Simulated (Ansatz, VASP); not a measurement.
# Two plane-wave programs on Ge

Contents of INCAR:

```
ALGO     = Normal         # electronic algorithm
EDIFF    = 1E-7           # SCF threshold, eV
ENCUT    = 520            # plane-wave cutoff, eV
GGA      = PE             # functional
ISIF     = 2              # what is computed and relaxed
ISMEAR   = -1             # smearing method
LASPH    = True           # aspherical terms in the spheres
LCHARG   = True           # write CHGCAR
LELF     = True           # ELF
LREAL    = False          # projectors in reciprocal space
LVHAR    = True         
LWAVE    = False          # write WAVECAR
NBANDS   = 21             # bands
NELM     = 80             # most SCF steps
PREC     = Accurate       # precision mode
SIGMA    = 0.08           # smearing width, eV
```

File KPOINTS:

```
k-points
0
Gamma
  11 11 11
```

The input POSCAR:

```
Ge
1.0
    0.0000000000      2.6292788865      2.6292788865
    2.6292788865      0.0000000000      2.6292788865
    2.6292788865      2.6292788865      0.0000000000
Ge
2
Direct
   -0.1250000000     -0.1250000000     -0.1250000000
    0.1250000000      0.1250000000      0.1250000000
```

Input for Ansatz:

```yaml
crystal:
  lattice:
    - [0.0, 2.6292788865, 2.6292788865]
    - [2.6292788865, 0.0, 2.6292788865]
    - [2.6292788865, 2.6292788865, 0.0]
  atoms:
    - { symbol: Ge, position: [-0.125, -0.125, -0.125] }
    - { symbol: Ge, position: [0.125, 0.125, 0.125] }
kpoints:
  mp_grid: { grid: [11, 11, 11] }
scf:
  occupations: { method: fermi_dirac, width: 0.08 }
hamiltonian:
  xc: pbe
  pseudopotentials: { kind: paw }
output:
  forces: true
  stress: true
  eigenvalues: true
  populations: true
```

Change from the starting cell: volume scaled by 0.76, PAW files.

Alike in both runs: task single point; functional PBE; k mesh 11 × 11 × 11; occupations fermi-dirac, width 0.08 eV; no spin polarisation.

```csv
,VASP,Ansatz
version,VASP 6.6.1,Ansatz 0.2.0
potentials or method,"VASP PAW PBE potentials, release 64 (Ge_d)","PAW with Ansatz's default frozen-core files, scalar-relativistic"
plane-wave cutoff (eV),520,420
valence electrons in the cell,28,28
```

```csv
,VASP,Ansatz,Ansatz less VASP
pressure (GPa),30.8,31.0,+0.12
```

Both programs put the cell under a high pressure, so it lies far from rest at this level. With one functional, cell and mesh, what is left measures potentials, basis and numerics.
